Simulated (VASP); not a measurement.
Here is a VASP 6.6.1 calculation.

File INCAR:

```
  PREC = Accurate
  ENCUT = 600
  EDIFF = 1E-6
  ISMEAR = -1
  SIGMA = 0.1
  LREAL = F
  LASPH = T
  NELM = 60
  ALGO = Normal
  ISIF = 3
  LWAVE = F
  LCHARG = F
  GGA = PS
  IBRION = 2
  NSW = 100
  EDIFFG = -0.002
  PSTRESS = 100.0
```

The input KPOINTS:

```
Automatic mesh
0
Gamma
  16 16 16
```

File POSCAR:

```
TiOs
1.0
    3.0617337272      0.0000000000      0.0000000000
    0.0000000000      3.0617337272      0.0000000000
    0.0000000000      0.0000000000      3.0617337272
Ti Os
1 1
Direct
    0.5000000000      0.5000000000      0.5000000000
    0.0000000000      0.0000000000      0.0000000000
```

Potentials or basis: VASP PAW PBE potentials, release 64 (Ti_sv, Os).

The run is started by

```console
$ cat potpaw_PBE.64/Ti_sv/POTCAR potpaw_PBE.64/Os/POTCAR > POTCAR
$ mpirun -np 1 vasp_std > vasp.out
```

Task: Estimate the space group after relaxing (to 0.1 Å).

Result: Pm-3m (No. 221).

Task: Estimate the relaxed cell.

Result: a = 3.027 Å, b = 3.027 Å, c = 3.027 Å, α = 90.00°, β = 90.00°, γ = 90.00°.

Task: Estimate the relaxed volume.

Result: 13.87 Å³/atom.

The path:
| step | energy change (eV) | largest force (eV/Å) | pressure (GPa) | volume (Å³) |
| --- | --- | --- | --- | --- |
| 1 | 0.0000 | 0.0000 | 0.05 | 28.70 |
| 2 | 0.4655 | 0.0000 | 47.22 | 25.15 |
| 3 | 0.0270 | 0.0000 | 9.54 | 27.77 |
| 4 | 0.0292 | 0.0000 | 9.97 | 27.73 |
| 5 | 0.0304 | 0.0000 | 10.18 | 27.71 |
| 6 | 0.0272 | 0.0000 | 9.62 | 27.77 |
| 7 | 0.0294 | 0.0000 | 9.99 | 27.73 |

Caveat: the cell is relaxed towards a set pressure, so the run minimises the enthalpy, not the energy; the PAW data sets were made with another functional, which shifts forces and pressure a little.
